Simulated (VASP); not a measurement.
Sn, 1 atom in the cell. Symmetry: Immm, No. 71, orthorhombic system. The conventional cell has a = 3.453 Å, b = 3.551 Å, c = 4.614 Å, α = 90.00°, β = 90.00°, γ = 90.00°. Within 4.7 Å of Sn (site symmetry mmm) lie 14 Sn at 3.38 to 4.61 Å. 

| Item | Value |
| --- | --- |
| Program | VASP 6.6.1 |
| Task | single point |
| Functional | LDA |
| Potentials or basis | VASP PAW LDA potentials, release 64 (Sn_d) |
| Cutoff | 520 eV |
| k mesh | 14 × 14 × 14 |
| Occupations | methfessel-paxton, width 0.1 eV |
| Spin | no spin polarisation |
| Dipole correction | no |
| Further INCAR settings | ALGO = Normal; EDIFF = 1e-06; NBANDS = 13 |

Potentials or basis: VASP PAW LDA potentials, release 64 (Sn_d).

Run with:

```console
$ cat potpaw_LDA.64/Sn_d/POTCAR > POTCAR
$ mpirun -np 1 vasp_std > vasp.out
```

Hardware: 1 thread of Intel Xeon 8259CL, with other jobs on the host.

Problem. Estimate the wall time of this run.

Solution. It took 3.1 min on 1 thread of Intel Xeon 8259CL, on a shared host, peak memory 0.26 GiB. Counts: scf iterations 10, k points 428.
